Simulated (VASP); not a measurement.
# WC (Fm-3m) in VASP: further runs

WC is run at these levels: PBEsol, PBEsol+U, r2SCAN, LDA, LDA+U; tasks: single point.

Program: VASP 6.6.1. These are calculated values, not measurements. Logs are shortened: lines on timing, memory, paths and dates and some standing lists are left out, and cuts for length are marked.

**1. The cell of the first run**

The structure is cubic, space group Fm-3m (No. 225). Conventional cell: a = 4.385 Å, b = 4.385 Å, c = 4.385 Å, α = 90.00°, β = 90.00°, γ = 90.00°. Within 2.9 Å of W (site symmetry m-3m) lie 6 C at 2.19 Å. C (site symmetry m-3m) has 6 W at 2.19 Å within 2.9 Å.

**2. Single point, PBEsol, non-collinear spin, zero start, spin-orbit coupling**

INCAR

```
SYSTEM = WC
PREC = Accurate
ENCUT = 600
EDIFF = 1E-6
ISMEAR = -1
SIGMA = 0.05
LREAL = .False.
LASPH = .True.
NELM = 200
ALGO = Normal
ISIF = 2
LWAVE = .False.
LCHARG = .False.
LNONCOLLINEAR = .True.
MAGMOM = 0 0 0 0 0 0
LORBIT = 11
LSORBIT = .True.
GGA_COMPAT = .False.
LORBMOM = .True.
LMAXMIX = 4
GGA = PS
NBANDS = 30
```

KPOINTS

```
regular mesh
0
Gamma
  8 8 8
  0 0 0
```

POSCAR

```
WC
1.0
    0.0000000000      2.1926840000      2.1926840000
    2.1926840000      0.0000000000      2.1926840000
    2.1926840000      2.1926840000      0.0000000000
W C
1 1
Direct
    0.0000000000      0.0000000000      0.0000000000
    0.5000000000      0.5000000000      0.5000000000
```

Potentials or basis: VASP PAW PBE potentials, release 64 (W_sv, C).

Started as:

```console
$ cat potpaw_PBE.64/W_sv/POTCAR potpaw_PBE.64/C/POTCAR > POTCAR
$ mpirun -np 1 vasp_ncl > vasp.out
```

OUTCAR:

```text
SYSTEM = WC
   PREC = Accurate
   ENCUT = 600
   EDIFF = 1E-6
   ISMEAR = -1
   LREAL = .False.
   LASPH = .True.
   NELM = 200
   ISIF = 2
   LNONCOLLINEAR = .True.
   LORBIT = 11
   LSORBIT = .True.
   GGA = PS

 ion  position               nearest neighbor table
   1  0.000  0.000  0.000-   2 2.19   2 2.19   2 2.19   2 2.19   2 2.19   2 2.19
   2  0.500  0.500  0.500-   1 2.19   1 2.19   1 2.19   1 2.19   1 2.19   1 2.19

  LATTYP: Found a face centered cubic cell.
 ALAT       =     4.3853680000

  Lattice vectors:

 A1 = (   0.0000000000,   2.1926840000,   2.1926840000)
 A2 = (   2.1926840000,   0.0000000000,   2.1926840000)
 A3 = (   2.1926840000,   2.1926840000,   0.0000000000)

Analysis of symmetry for initial positions (statically):
=====================================================================
 Subroutine PRICEL returns:
 Original cell was already a primitive cell.

 Routine SETGRP: Setting up the symmetry group for a
 face centered cubic supercell.

 Subroutine GETGRP returns: Found 48 space group operations
 (whereof 48 operations were pure point group operations)
 out of a pool of 48 trial point group operations.

The static configuration has the point symmetry O_h .

Analysis of symmetry for dynamics (positions and initial velocities):
=====================================================================
 Subroutine PRICEL returns:
 Original cell was already a primitive cell.

 Routine SETGRP: Setting up the symmetry group for a
 face centered cubic supercell.

 Subroutine GETGRP returns: Found 48 space group operations
 (whereof 48 operations were pure point group operations)
 out of a pool of 48 trial point group operations.

The dynamic configuration has the point symmetry O_h .

Analysis of structural, dynamic, and magnetic symmetry:
=====================================================================
 Subroutine PRICEL returns:
 Original cell was already a primitive cell.

 Routine SETGRP: Setting up the symmetry group for a
 face centered cubic supercell.

 Subroutine GETGRP returns: Found 48 space group operations
 (whereof 48 operations were pure point group operations)
 out of a pool of 48 trial point group operations.

The overall configuration has the point symmetry O_h .

 Subroutine INISYM returns: Found 48 space group operations
 (whereof 48 operations are pure point group operations),
 and found     1 'primitive' translations

----------------------------------------------------------------------------------------

                                     Primitive cell

  volume of cell :      21.0842

  direct lattice vectors                    reciprocal lattice vectors
     0.000000000  2.192684000  2.192684000    -0.228031034  0.228031034  0.228031034
     2.192684000  0.000000000  2.192684000     0.228031034 -0.228031034  0.228031034
     2.192684000  2.192684000  0.000000000     0.228031034  0.228031034 -0.228031034

  length of vectors
     3.100923451  3.100923451  3.100923451     0.394961337  0.394961337  0.394961337

  position of ions in fractional coordinates (direct lattice)
     0.000000000  0.000000000  0.000000000
     0.500000000  0.500000000  0.500000000

  ion indices of the primitive-cell ions
   primitive index   ion index
                 1           1
                 2           2

----------------------------------------------------------------------------------------

 KPOINTS: regular mesh

Automatic generation of k-mesh.
 Grid dimensions read from file:
 generate k-points for:    8    8    8

 Generating k-lattice:

  Cartesian coordinates                     Fractional coordinates (reciprocal lattice)
    -0.028503879  0.028503879  0.028503879     0.125000000  0.000000000  0.000000000
     0.028503879 -0.028503879  0.028503879     0.000000000  0.125000000  0.000000000
     0.028503879  0.028503879 -0.028503879     0.000000000  0.000000000  0.125000000

  Length of vectors
     0.049370167  0.049370167  0.049370167

[... 88 lines left out ...]
   NGX = 13   NGY = 13   NGZ = 13

 number of electron      18.0000000 magnetization       0.0000000      0.0000000      0.0000000

 number of electron      18.0000001 magnetization      -0.0000000      0.0000000     -0.0000000

 number of electron      18.0000001 magnetization       0.0000000     -0.0000000      0.0000000

 Free energy of the ion-electron system (eV)
  ---------------------------------------------------
  ext. energy  EPLUGINS =         0.00000000
  ---------------------------------------------------
  free energy    TOTEN  =       -23.72352964 eV

  energy without entropy =      -23.70969227  energy(sigma->0) =      -23.71661095

 E-fermi :  12.3413     XC(G=0): -13.8423

 val. band max:       12.3341831758   @ k =   0.1250   0.1250   0.0000
 cond. band min:      12.3713976484   @ k =  -0.2500   0.3750   0.1250
 fundamental gap:      0.0372144726
 Fermi energy:        12.3412803658

 k-point     1 :       0.0000    0.0000    0.0000
  band No.  band energies     occupation
      1     -63.1386      1.00000
      2     -63.1386      1.00000
      3     -33.1086      1.00000
      4     -33.1086      1.00000
      5     -24.3078      1.00000
      6     -24.3078      1.00000
[... 781 lines left out ...]
     29      24.3479      0.00000
     30      24.3479      0.00000

 [... further k-points ...]
[... 5 lines left out ...]
  --------------------------------------------------------------------------------------
  -------------------------------------------------------------------------------------
  Total       -1.0493810     -1.0493810     -1.0493810      0.0000000      0.0000000      0.0000000
  in kB      -79.7417247    -79.7417247    -79.7417247      0.0000000      0.0000000      0.0000000
  external PRESSURE =     -79.7417247 kB  Pullay stress =       0.0000000 kB

 VOLUME and BASIS-vectors are now :
 -----------------------------------------------------------------------------
  energy-cutoff  :      600.00
  volume of cell :       21.08
      direct lattice vectors                 reciprocal lattice vectors
     0.000000000  2.192684000  2.192684000    -0.228031034  0.228031034  0.228031034
     2.192684000  0.000000000  2.192684000     0.228031034 -0.228031034  0.228031034
     2.192684000  2.192684000  0.000000000     0.228031034  0.228031034 -0.228031034

 POSITION                                       TOTAL-FORCE (eV/Angst)
 -----------------------------------------------------------------------------------
      0.00000      0.00000      0.00000         0.000000      0.000000     -0.000000
      2.19268      2.19268      2.19268         0.000000      0.000000      0.000000
 -----------------------------------------------------------------------------------
    total drift:                               -0.000000      0.000000      0.000000

  FREE ENERGIE OF THE ION-ELECTRON SYSTEM (eV)
  ---------------------------------------------------
  free  energy   TOTEN  =       -23.7235296409 eV

  energy  without entropy=      -23.7096922655  energy(sigma->0) =      -23.71661095

 orbital moment (x)

 # of ion     p       d       tot
 ----------------------------------------
  1         0.000   0.000   0.000
  2         0.000   0.000   0.000
 ----------------------------------------
            0.000   0.000   0.000

 orbital moment (y)

 # of ion     p       d       tot
 ----------------------------------------
  1         0.000  -0.000  -0.000
  2         0.000   0.000   0.000
 ----------------------------------------
            0.000  -0.000  -0.000

 orbital moment (z)

 # of ion     p       d       tot
 ----------------------------------------
  1         0.000   0.000   0.000
  2        -0.000   0.000  -0.000
 ----------------------------------------
           -0.000   0.000   0.000

 Spin-Orbit-Coupling matrix elements

 Ion:    1  E_soc:     -1.4802803
 l=   1
     0.0000000    -0.2190763    -0.2190763
    -0.2190763     0.0000000    -0.2190763
    -0.2190763    -0.2190763     0.0000000
 l=   2
     0.0000000    -0.0074420     0.0000000    -0.0074420    -0.0201951
    -0.0074420     0.0000000    -0.0151463    -0.0074420    -0.0050488
     0.0000000    -0.0151463     0.0000000    -0.0151463     0.0000000
    -0.0074420    -0.0074420    -0.0151463     0.0000000    -0.0050488
    -0.0201951    -0.0050488     0.0000000    -0.0050488     0.0000000
 l=   3
     0.0000000     0.0000000     0.0000000     0.0000000     0.0000000     0.0000000     0.0000000
     0.0000000     0.0000000     0.0000000     0.0000000     0.0000000     0.0000000     0.0000000
     0.0000000     0.0000000     0.0000000     0.0000000     0.0000000     0.0000000     0.0000000
     0.0000000     0.0000000     0.0000000     0.0000000     0.0000000     0.0000000     0.0000000
     0.0000000     0.0000000     0.0000000     0.0000000     0.0000000     0.0000000     0.0000000
     0.0000000     0.0000000     0.0000000     0.0000000     0.0000000     0.0000000     0.0000000
     0.0000000     0.0000000     0.0000000     0.0000000     0.0000000     0.0000000     0.0000000

 Ion:    2  E_soc:     -0.0002511
 l=   1
     0.0000000    -0.0000418    -0.0000418
    -0.0000418     0.0000000    -0.0000418
    -0.0000418    -0.0000418     0.0000000
 l=   2
     0.0000000     0.0000000     0.0000000     0.0000000     0.0000000
     0.0000000     0.0000000     0.0000000     0.0000000     0.0000000
     0.0000000     0.0000000     0.0000000     0.0000000     0.0000000
     0.0000000     0.0000000     0.0000000     0.0000000     0.0000000
     0.0000000     0.0000000     0.0000000     0.0000000     0.0000000
 l=   3
     0.0000000     0.0000000     0.0000000     0.0000000     0.0000000     0.0000000     0.0000000
     0.0000000     0.0000000     0.0000000     0.0000000     0.0000000     0.0000000     0.0000000
     0.0000000     0.0000000     0.0000000     0.0000000     0.0000000     0.0000000     0.0000000
     0.0000000     0.0000000     0.0000000     0.0000000     0.0000000     0.0000000     0.0000000
     0.0000000     0.0000000     0.0000000     0.0000000     0.0000000     0.0000000     0.0000000
     0.0000000     0.0000000     0.0000000     0.0000000     0.0000000     0.0000000     0.0000000
     0.0000000     0.0000000     0.0000000     0.0000000     0.0000000     0.0000000     0.0000000

 total charge

# of ion       s       p       d       tot
------------------------------------------
    1        2.310   6.364   3.410  12.084
    2        0.851   1.566   0.000   2.417
--------------------------------------------------
tot          3.162   7.930   3.410  14.501

 magnetization (x)

# of ion       s       p       d       tot
------------------------------------------
    1        0.000  -0.000  -0.000  -0.000
    2        0.000   0.000   0.000   0.000
--------------------------------------------------
tot          0.000   0.000  -0.000   0.000

 magnetization (y)

# of ion       s       p       d       tot
------------------------------------------
    1       -0.000  -0.000  -0.000  -0.000
    2        0.000   0.000   0.000   0.000
--------------------------------------------------
tot         -0.000  -0.000  -0.000  -0.000

 magnetization (z)

# of ion       s       p       d       tot
------------------------------------------
    1       -0.000  -0.000   0.000   0.000
    2        0.000   0.000   0.000   0.000
--------------------------------------------------
tot          0.000   0.000   0.000   0.000
```

Wall time 33 s (1 thread of Intel Xeon Platinum 8559C (Emerald Rapids), shared host); peak memory 0.26 GiB.

What came out:

```
Free energy                                           : -23.7235 eV
Pressure                                              : -8.0 GPa
Net moment                                            : 0.00 μB per cell
Valence electrons inside the program's atomic spheres : W 12.08; C 2.42
```

Moments on the atoms (μB; x, y, z):
```
W   0.00 0.00 0.00
C   0.00 0.00 0.00
```

Caveat: the PAW data sets were made with another functional, which shifts forces and pressure a little.

**3. Single point, PBEsol+U**

This run uses another cell than the first one, of 10.26 Å³/atom, 0.974 times its volume.

INCAR

```
SYSTEM = WC
PREC = Accurate
ENCUT = 910
EDIFF = 1E-6
ISMEAR = -1
SIGMA = 0.05
LREAL = .False.
LASPH = .True.
NELM = 200
ALGO = Normal
ISIF = 2
LWAVE = .False.
LCHARG = .False.
LMAXMIX = 4
LDAU = .True.
LDAUTYPE = 2
LDAUL = 2 -1
LDAUU = 3 0
LDAUJ = 0 0
LDAUPRINT = 1
GGA = PS
NBANDS = 16
GGA_COMPAT = .False.
```

KPOINTS

```
regular mesh
0
Gamma
  10 10 10
  0 0 0
```

POSCAR

```
WC
1.0
    0.0000000000      2.1731743529      2.1731743529
    2.1731743529      0.0000000000      2.1731743529
    2.1731743529      2.1731743529      0.0000000000
W C
1 1
Direct
    0.0000000000      0.0000000000      0.0000000000
    0.5000000000      0.5000000000      0.5000000000
```

Potentials or basis: VASP PAW PBE potentials, release 64 (W_sv, C_h).

Started as:

```console
$ cat potpaw_PBE.64/W_sv/POTCAR potpaw_PBE.64/C_h/POTCAR > POTCAR
$ mpirun -np 1 vasp_std > vasp.out
```

Run time: 23 s. Hardware: 1 thread of AMD EPYC 7R43 (Zen 3), shared host; peak memory 0.16 GiB.

Results (log left out):

```
Free energy            : -19.6256 eV
Pressure               : 6.4 GPa
Band gap on the k mesh : zero (band 9 reaches 14.43 eV, above the bottom of band 10 at 11.07 eV)
```

Levels at points of the mesh, in eV from the Fermi level:
```csv
k point,band 7,band 8,band 9,band 10,band 11,band 12
"(0.00, 0.00, 0.00)",-2.88,-2.88,-1.28,-1.28,-1.28,-1.02
"(0.50, 0.00, 0.00)",-6.84,-6.84,1.11,1.11,2.37,4.64
"(0.50, 0.50, 0.00)",-5.92,-2.74,-2.74,0.89,2.41,2.41
```

Eigenvalues of the final occupation matrices:
```tsv
site	spin	trace	eigenvalues
site 1 d	1	1.71	0.34 0.34 0.34 0.35 0.35
site 1 d	2	1.71	0.34 0.34 0.34 0.35 0.35
```

Caveat: the cutoff is under 1.25 times the usual one of these potentials, so pressure, stress and relaxed cells hold a basis-set (Pulay) error; the PAW data sets were made with another functional, which shifts forces and pressure a little; spin-orbit coupling is left out, which moves the levels of the heavy elements; U without spin polarisation on a metal has little footing; the U is typed as a test and isn't derived for this compound.

[end of part 1 of 2]
